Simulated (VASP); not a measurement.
# Na (P6_3/mmc) in VASP: further runs

Runs on Na. Level: PBE. Tasks: single point.

All numbers are computed with VASP 6.6.1; they aren't measurements. Logs are shortened: lines on timing, memory, paths and dates and some standing lists are left out, and cuts for length are marked.

## Step 1: The cell of the first run

It takes space group P6_3/mmc (No. 194, hexagonal). Conventional cell: a = 3.716 Å, b = 3.716 Å, c = 6.071 Å, α = 90.00°, β = 90.00°, γ = 120.00°. Na (site symmetry -6m2) has 12 Na at 3.72 Å within 4.9 Å.

## Step 2: Single point, PBE (volume scaled by 0.96)

The input, INCAR:

```
PREC = Accurate
ENCUT = 520
EDIFF = 1E-7
ISMEAR = -1
SIGMA = 0.05
LREAL = F
LASPH = T
NELM = 60
ALGO = Fast
ISIF = 2
LWAVE = F
LCHARG = T
GGA = PE
LELF = T
LVHAR = T
NBANDS = 14
```

The input, KPOINTS:

```
regular mesh
0
Gamma
  8 8 5
```

The input, POSCAR:

```
Na
1.0
    3.7160883536      0.0000000000      0.0000000000
   -1.8580441768      3.2182269170      0.0000000000
    0.0000000000      0.0000000000      6.0708276422
Na
2
Direct
    0.6666666667      0.3333333333      0.7500000000
    0.3333333333      0.6666666667      0.2500000000
```

Potentials or basis: VASP PAW PBE potentials, release 64 (Na_pv).

The run is started by

```console
$ cat potpaw_PBE.64/Na_pv/POTCAR > POTCAR
$ mpirun -np 1 vasp_std > vasp.out
```

OUTCAR:

```text
PREC = Accurate
   ENCUT = 520
   EDIFF = 1E-7
   ISMEAR = -1
   LREAL = F
   LASPH = T
   NELM = 60
   ISIF = 2
   GGA = PE

 ion  position               nearest neighbor table
   1  0.667  0.333  0.750-
   2  0.333  0.667  0.250-

  LATTYP: Found a hexagonal cell.
 ALAT       =     3.7160883536
 C/A-ratio  =     1.6336607380

  Lattice vectors:

 A1 = (   3.7160883536,   0.0000000000,   0.0000000000)
 A2 = (  -1.8580441768,   3.2182269170,   0.0000000000)
 A3 = (   0.0000000000,   0.0000000000,   6.0708276422)

Analysis of symmetry for initial positions (statically):
=====================================================================
 Subroutine PRICEL returns:
 Original cell was already a primitive cell.

 Routine SETGRP: Setting up the symmetry group for a
 hexagonal supercell.

 Subroutine GETGRP returns: Found 24 space group operations
 (whereof 12 operations were pure point group operations)
 out of a pool of 24 trial point group operations.

The static configuration has the point symmetry D_3d.
 The point group associated with its full space group is D_6h.

Analysis of symmetry for dynamics (positions and initial velocities):
=====================================================================
 Subroutine PRICEL returns:
 Original cell was already a primitive cell.

 Routine SETGRP: Setting up the symmetry group for a
 hexagonal supercell.

 Subroutine GETGRP returns: Found 24 space group operations
 (whereof 12 operations were pure point group operations)
 out of a pool of 24 trial point group operations.

The dynamic configuration has the point symmetry D_3d.
 The point group associated with its full space group is D_6h.

 Subroutine INISYM returns: Found 24 space group operations
 (whereof 12 operations are pure point group operations),
 and found     1 'primitive' translations

----------------------------------------------------------------------------------------

                                     Primitive cell

  volume of cell :      72.6023

  direct lattice vectors                    reciprocal lattice vectors
     3.716088354  0.000000000  0.000000000     0.269100168  0.155365054  0.000000000
    -1.858044177  3.218226917  0.000000000     0.000000000  0.310730109  0.000000000
     0.000000000  0.000000000  6.070827642     0.000000000  0.000000000  0.164722186

  length of vectors
     3.716088354  3.716088354  6.070827642     0.310730109  0.310730109  0.164722186

  position of ions in fractional coordinates (direct lattice)
     0.666666667  0.333333333  0.750000000
     0.333333333  0.666666667  0.250000000

  ion indices of the primitive-cell ions
   primitive index   ion index
                 1           1
                 2           2

----------------------------------------------------------------------------------------

 KPOINTS: regular mesh

Automatic generation of k-mesh.
 Grid dimensions read from file:
 generate k-points for:    8    8    5

 Generating k-lattice:

  Cartesian coordinates                     Fractional coordinates (reciprocal lattice)
     0.033637521  0.019420632  0.000000000     0.125000000  0.000000000  0.000000000
     0.000000000  0.038841264  0.000000000     0.000000000  0.125000000  0.000000000
     0.000000000  0.000000000  0.032944437     0.000000000  0.000000000  0.200000000

  Length of vectors
     0.038841264  0.038841264  0.032944437

  Shift w.r.t. Gamma in fractional coordinates (k-lattice)
     0.000000000  0.000000000  0.000000000

 Subroutine IBZKPT returns following result:
 ===========================================

 Found     30 irreducible k-points:

 Following reciprocal coordinates:
            Coordinates               Weight
  0.000000  0.000000  0.000000      1.000000
  0.125000  0.000000  0.000000      6.000000
  0.250000  0.000000  0.000000      6.000000
  0.375000 -0.000000  0.000000      6.000000
  0.500000  0.000000  0.000000      3.000000
  0.125000  0.125000  0.000000      6.000000
[... 16 lines left out ...]
  0.250000  0.000000  0.400000     12.000000
  0.375000 -0.000000  0.400000     12.000000
 [... further k-points ...]
   k-points           NKPTS =     30   k-points in BZ     NKDIM =     30   number of bands    NBANDS=     14
   number of dos      NEDOS =    301   number of ions     NIONS =      2
   total plane-waves  NPLWV =  37632
   dimension x,y,z NGX =    28 NGY =   28 NGZ =   48
   dimension x,y,z NGXF=    56 NGYF=   56 NGZF=   96
   ions per type =               2
   NGX,Y,Z   is equivalent  to a cutoff of  12.53, 12.53, 13.14 a.u.
   NGXF,Y,Z  is equivalent  to a cutoff of  25.05, 25.05, 26.29 a.u.
 SYSTEM =  unknown system
   PREC   = accura    normal or accurate (medium, high low for compatibility)
   ISTART =      0    job   : 0-new  1-cont  2-samecut
   ICHARG =      2    charge: 1-file 2-atom 10-const
   ISPIN  =      1    spin polarized calculation?
   LNONCOLLINEAR =      F non collinear calculations
   LSORBIT =      F    spin-orbit coupling
   LASPH  =      T    aspherical Exc in radial PAW
   ENCUT  =  520.0 eV  38.22 Ry    6.18 a.u.   6.91  6.91 11.29*2*pi/ulx,y,z
   NELM   =     60;   NELMIN=  2; NELMDL= -5     # of ELM steps
   EDIFF  = 0.1E-06   stopping-criterion for ELM
   LREAL  =      F    real-space projection
   EDIFFG = 0.1E-05   stopping-criterion for IOM
   NSW    =      0    number of steps for IOM
   IBRION =     -1    ionic relax: 0-MD 1-quasi-New 2-CG
   NFREE  =      0    steps in history (QN), initial steepest desc. (CG)
   ISIF   =      2    stress and relaxation
   ISYM   =      2    0-nonsym 1-usesym 2-fastsym
   POTIM  = 0.5000    time-step for ionic-motion
   TEBEG  =    0.0;   TEEND  =   0.0 temperature during run
   PSTRESS=    0.0 pullay stress
   NELECT =      14.0000    total number of electrons
   NUPDOWN=      -1.0000    fix difference up-down
   EMIN   =  10.00;   EMAX   =-10.00  energy-range for DOS
   EFERMI =   0.00;   METHOD = LEGACY
   ISMEAR =    -1;   SIGMA  =   0.05  broadening in eV -4-tet -1-fermi 0-gaus
   EFERMI_NEDOS =   21; number of points for ismear=-14 and -15
   IALGO  =     68    algorithm
   IMIX   =      4    mixing-type and parameters
     AMIX     =   0.40;   BMIX     =  1.00
     AMIX_MAG =   1.60;   BMIX_MAG =  1.00
  volume/ion in A,a.u.               =      36.30       244.97
  Fermi-wavevector in a.u.,A,eV,Ry     =   0.945803  1.787308 12.170998  0.894543
  Thomas-Fermi vector in A             =   2.073740
   LORBIT       =      0    0 simple, 1 ext, 2 COOP (PROOUT), +10 PAW based schemes
   GGA     = PE    functional components
   LHFCALC =     F    Hartree Fock is set to
   AEXX    =    0.0000 exact exchange contribution
   IVDW    =     0    specifies the selected vdW correction
   LEPSILON=     F    determine dielectric tensor
   LRPA    =     F    only Hartree local field effects (RPA)
 non-spin polarized calculation
 RMM-DIIS sequential band-by-band and
  energy-cutoff  :      520.00
  volume of cell :       72.60
 maximum number of plane-waves:      1972
 NGX is ok and might be reduce to    28
   NGX = 13   NGY = 13   NGZ = 23

 number of electron      13.9999990 magnetization

 Free energy of the ion-electron system (eV)
  ---------------------------------------------------
  ext. energy  EPLUGINS =         0.00000000
  ---------------------------------------------------
  free energy    TOTEN  =        -2.62213393 eV

  energy without entropy =       -2.61570948  energy(sigma->0) =       -2.61892170

 E-fermi :   0.3453     XC(G=0):  -6.5564

 val. band max:        0.1916736225   @ k =   0.3750   0.1250   0.2000
 cond. band min:       0.3655051795   @ k =   0.1250   0.1250   0.2000
 fundamental gap:      0.1738315570
 Fermi energy:         0.3453262898

 k-point     1 :       0.0000    0.0000    0.0000
  band No.  band energies     occupation
      1     -24.5287      2.00000
      2     -24.4962      2.00000
      3     -24.4962      2.00000
      4     -24.4910      2.00000
      5     -24.4909      2.00000
      6     -24.4909      2.00000
      7      -2.9338      2.00000
      8       0.9445      0.00001
      9       1.3687      0.00000
     10      10.4908      0.00000
     11      10.4908      0.00000
     12      10.8823      0.00000
     13      10.8824      0.00000
     14      10.9867      0.00000

 k-point     2 :       0.1250    0.0000    0.0000
  band No.  band energies     occupation
      1     -24.5268      2.00000
      2     -24.5003      2.00000
      3     -24.4975      2.00000
      4     -24.4952      2.00000
      5     -24.4917      2.00000
      6     -24.4916      2.00000
      7      -2.6992      2.00000
      8       1.1521      0.00000
      9       1.5963      0.00000
     10       7.8420      0.00000
     11       9.3489      0.00000
     12       9.6666      0.00000
     13      11.2709      0.00000
     14      11.7816      0.00000

 k-point     3 :       0.2500    0.0000    0.0000
  band No.  band energies     occupation
      1     -24.5218      2.00000
      2     -24.5104      2.00000
      3     -24.5054      2.00000
      4     -24.5006      2.00000
      5     -24.4939      2.00000
      6     -24.4935      2.00000
      7      -2.0021      2.00000
      8       1.7768      0.00000
      9       2.2491      0.00000
     10       5.1593      0.00000
     11       8.1662      0.00000
     12       8.4001      0.00000
     13       8.5404      0.00000
     14      10.2453      0.00000
[... 324 lines left out ...]
 k-point    23 :       0.2500    0.0000    0.4000
  band No.  band energies     occupation
      1     -24.5177      2.00000
      2     -24.5127      2.00000
      3     -24.5032      2.00000
      4     -24.4982      2.00000
      5     -24.4981      2.00000
      6     -24.4959      2.00000
      7      -1.3421      2.00000
      8      -0.5292      2.00000
      9       5.3403      0.00000
     10       6.0398      0.00000
     11       6.3733      0.00000
     12       7.9383      0.00000
     13       8.9508      0.00000
     14       9.6400      0.00000

 k-point    24 :       0.3750   -0.0000    0.4000
  band No.  band energies     occupation
      1     -24.5242      2.00000
      2     -24.5218      2.00000
      3     -24.5039      2.00000
      4     -24.5007      2.00000
      5     -24.4992      2.00000
      6     -24.4982      2.00000
      7      -0.2159      1.99997
      8       0.5764      0.01949
      9       3.3155      0.00000
     10       4.0756      0.00000
     11       6.7286      0.00000
     12       8.3411      0.00000
     13       8.3785      0.00000
     14       9.0643      0.00000

 [... further k-points ...]
[... 5 lines left out ...]
  --------------------------------------------------------------------------------------
  -------------------------------------------------------------------------------------
  Total        0.1235198      0.1235198      0.0074939      0.0000000      0.0000000      0.0000000
  in kB        2.7258158      2.7258158      0.1653751      0.0000000      0.0000000      0.0000000
  external PRESSURE =       1.8723356 kB  Pullay stress =       0.0000000 kB

 VOLUME and BASIS-vectors are now :
 -----------------------------------------------------------------------------
  energy-cutoff  :      520.00
  volume of cell :       72.60
      direct lattice vectors                 reciprocal lattice vectors
     3.716088354  0.000000000  0.000000000     0.269100168  0.155365054  0.000000000
    -1.858044177  3.218226917  0.000000000     0.000000000  0.310730109  0.000000000
     0.000000000  0.000000000  6.070827642     0.000000000  0.000000000  0.164722186

 POSITION                                       TOTAL-FORCE (eV/Angst)
 -----------------------------------------------------------------------------------
      1.85804      1.07274      4.55312        -0.000000     -0.000000      0.000000
     -0.00000      2.14548      1.51771         0.000000      0.000000      0.000000
 -----------------------------------------------------------------------------------
    total drift:                                0.000000     -0.000000      0.000000

  FREE ENERGIE OF THE ION-ELECTRON SYSTEM (eV)
  ---------------------------------------------------
  free  energy   TOTEN  =        -2.6221339306 eV

  energy  without entropy=       -2.6157094788  energy(sigma->0) =       -2.61892170
```

Wall time 19 s (1 thread of Intel Xeon Platinum 8375C at 2.90GHz (Ice Lake), shared host); peak memory 0.18 GiB.

Results:

* Free energy: -2.6221 eV
* Pressure: 0.2 GPa
* Band gap on the k mesh: zero (band 7 reaches 1.85 eV, above the bottom of band 8 at -1.43 eV)

Stress tensor (GPa, compression positive):
```
0.27 0.00 0.00
0.00 0.27 0.00
0.00 0.00 0.02
```

Levels at points of the mesh, in eV from the Fermi level:
| k point | band 5 | band 6 | band 7 | band 8 | band 9 | band 10 |
| --- | --- | --- | --- | --- | --- | --- |
| (0.00, 0.00, 0.00) | -24.84 | -24.84 | -3.28 | 0.60 | 1.02 | 10.15 |
| (0.50, 0.00, 0.00) | -24.85 | -24.84 | 0.29 | 0.41 | 3.93 | 3.97 |

Caveat: the cell differs from its parent crystal (volume scaled by 0.96).

## Step 3: Single point, PBE

This run uses another cell than the first one, of 37.81 Å³/atom, 1.042 times its volume.

The input, INCAR:

```
SYSTEM = Na
ALGO = Fast
EDIFF = 1E-6
ENCUT = 520
GGA = PE
ISIF = 2
ISMEAR = -1
LASPH = .True.
LCHARG = .False.
LREAL = .False.
LWAVE = .False.
NBANDS = 14
NELM = 80
PREC = Accurate
SIGMA = 0.05
```

The input, KPOINTS:

```
k-points
0
Gamma
  8 8 5
  0 0 0
```

The input, POSCAR:

```
Na
1.0
    3.7670000000      0.0000000000      0.0000000000
   -1.8835000000      3.2623176961      0.0000000000
    0.0000000000      0.0000000000      6.1540000000
Na
2
Direct
    0.6666666667      0.3333333333      0.7500000000
    0.3333333333      0.6666666667      0.2500000000
```

Potentials or basis: VASP PAW PBE potentials, release 64 (Na_pv).

The run is started by

```console
$ cat potpaw_PBE.64/Na_pv/POTCAR > POTCAR
$ mpirun -np 1 vasp_std > vasp.out
```

It took 14 s on 1 thread of Intel Xeon Platinum 8375C at 2.90GHz (Ice Lake), shared host; peak memory 0.17 GiB.

Results (log left out):

| Item | Value |
| --- | --- |
| Free energy | -2.6224 eV |
| Pressure | -0.1 GPa |
| Band gap on the k mesh | zero (band 7 reaches 1.71 eV, above the bottom of band 8 at -1.51 eV) |

Stress tensor (GPa, compression positive):
```
-0.06  0.00  0.00
 0.00 -0.06  0.00
 0.00  0.00 -0.30
```

Levels at points of the mesh, in eV from the Fermi level:
| k point | band 4 | band 5 | band 6 | band 7 | band 8 | band 9 | band 10 | band 11 |
| --- | --- | --- | --- | --- | --- | --- | --- | --- |
| (0.00, 0.00, 0.00) | -24.87 | -24.87 | -24.87 | -3.19 | 0.60 | 0.98 | 9.92 | 9.92 |
| (0.50, 0.00, 0.00) | -24.88 | -24.88 | -24.87 | 0.29 | 0.39 | 3.87 | 3.88 | 4.34 |

## Step 4: Single point, PBE (volume scaled by 1.02)

The input, INCAR:

```
ALGO = Normal
EDIFF = 1E-6
ENCUT = 520
GGA = PE
ISIF = 2
ISMEAR = -1
LASPH = True
LCHARG = True
LELF = True
LREAL = False
LVHAR = True
LWAVE = False
NBANDS = 14
NELM = 60
PREC = Accurate
SIGMA = 0.05
```

The input, KPOINTS:

```
k-points
0
Gamma
  8 8 5
```

The input, POSCAR:

```
Na
1.0
    3.7919477469      0.0000000000      0.0000000000
   -1.8959738735      3.2839230787      0.0000000000
    0.0000000000      0.0000000000      6.1947561546
Na
2
Direct
    0.6666666667      0.3333333333      0.7500000000
    0.3333333333      0.6666666667      0.2500000000
```

The run is started by

```console
$ cat potpaw_PBE.64/Na_pv/POTCAR > POTCAR
$ mpirun -np 1 vasp_std > vasp.out
```

It took 12 s on 1 thread of Intel Xeon Platinum 8375C at 2.90GHz (Ice Lake), shared host; peak memory 0.17 GiB.

It converged, with:

```yaml
Free_energy: -2.6205 eV
Pressure: -0.3 GPa
Band_gap_on_the_k_mesh: zero (band 7 reaches 1.64 eV, above the bottom of band 8 at -1.54 eV)
```

Stress tensor (GPa, compression positive):
```
-0.20  0.00  0.00
 0.00 -0.20  0.00
 0.00  0.00 -0.43
```

Levels at points of the mesh, in eV from the Fermi level:
```
           k point  band 4  band 5  band 6  band 7  band 8  band 9  band 10  band 11
(0.00, 0.00, 0.00)  -24.88  -24.88  -24.88   -3.15    0.59    0.96     9.81     9.81
(0.50, 0.00, 0.00)  -24.90  -24.89  -24.89    0.29    0.38    3.83     3.84     4.28
```

Caveat: the cell differs from its parent crystal (volume scaled by 1.02).

(Part 1 of 2 ends here.)
